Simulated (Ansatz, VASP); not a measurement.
NaSr2 in VASP and in Ansatz

INCAR

```
SYSTEM = NaSr2
PREC = Accurate
ENCUT = 500
EDIFF = 1E-6
ISMEAR = 0
SIGMA = 0.2
LREAL = .False.
LASPH = .True.
NELM = 120
ALGO = Normal
ISIF = 2
LWAVE = .False.
LCHARG = .False.
GGA = PE
NBANDS = 66
GGA_COMPAT = .False.
```

File KPOINTS:

```
regular mesh
0
Gamma
  4 4 2
  0 0 0
```

The input POSCAR:

```
NaSr2
1.0
   -6.5508749603      0.0000000000      0.0000000000
    0.0000000000      0.0000000000     -7.9918157141
    0.0000000001    -11.3464482652      0.0000000000
Na Sr
4 8
Direct
    0.5000000000      0.2500000000      0.8333333333
    0.0000000000      0.2500000000      0.3333333333
    0.0000000000      0.7500000000      0.6666666667
    0.5000000000      0.7500000000      0.1666666667
    0.0000000000      0.2500000000      0.6666666667
    0.5000000000      0.2500000000      0.1666666667
    0.5000000000      0.7500000000      0.8333333333
    0.0000000000      0.7500000000      0.3333333333
    1.0000000000      0.5000000000      0.0000000000
    0.5000000000      0.5000000000      0.5000000000
    0.0000000000      1.0000000000      1.0000000000
    0.5000000000      1.0000000000      0.5000000000
```

Input for Ansatz:

```yaml
crystal:
  lattice:
    - [-6.5508749603, 0.0, 0.0]
    - [0.0, 0.0, -7.9918157141]
    - [1.0e-10, -11.3464482652, 0.0]
  atoms:
    - { symbol: Na, position: [0.5, 0.25, 0.8333333333] }
    - { symbol: Na, position: [0.0, 0.25, 0.3333333333] }
    - { symbol: Na, position: [0.0, 0.75, 0.6666666667] }
    - { symbol: Na, position: [0.5, 0.75, 0.1666666667] }
    - { symbol: Sr, position: [0.0, 0.25, 0.6666666667] }
    - { symbol: Sr, position: [0.5, 0.25, 0.1666666667] }
    - { symbol: Sr, position: [0.5, 0.75, 0.8333333333] }
    - { symbol: Sr, position: [0.0, 0.75, 0.3333333333] }
    - { symbol: Sr, position: [1.0, 0.5, 0.0] }
    - { symbol: Sr, position: [0.5, 0.5, 0.5] }
    - { symbol: Sr, position: [0.0, 1.0, 1.0] }
    - { symbol: Sr, position: [0.5, 1.0, 0.5] }
basis:
  ecutwfc: 420
kpoints:
  mp_grid: { grid: [4, 4, 2] }
hamiltonian:
  xc: pbe
scf:
  occupations: { method: gaussian, width: 0.2 }
  lower_state_search: "off"
output:
  forces: true
  stress: true
  eigenvalues: true
```

Alike in both runs: task single point; functional PBE; k mesh 4 × 4 × 2; occupations gaussian, width 0.2 eV; no spin polarisation.

|  | VASP | Ansatz |
| --- | --- | --- |
| version | VASP 6.6.1 | Ansatz 0.2.0 |
| potentials or method | VASP PAW PBE potentials, release 64 (Na_pv, Sr_sv), cutoff 500 eV | scalar-relativistic, plane waves, PAW |
| valence electrons in the cell | 108 | 116 |

|  | VASP | Ansatz | Ansatz less VASP |
| --- | --- | --- | --- |
| gap on the k mesh at the Fermi level (eV) | none | none | - |
| pressure (GPa) | 0.0 | 0.0 | 0.00 |
| traceless stress, the component that is largest in VASP (GPa) | -0.10 | -0.10 | -0.001 |
| rms of the force components (eV/Å) | 0.003 | 0.003 | 0.0000 |

Atom by atom the forces differ by 0.000 eV/Å (rms over components). A gap of «none» marks a metal or a gap that the smearing closes. VASP's potentials hold 108 valence electrons a cell and Ansatz's 116, so a difference there can come from the potentials and not from the codes.
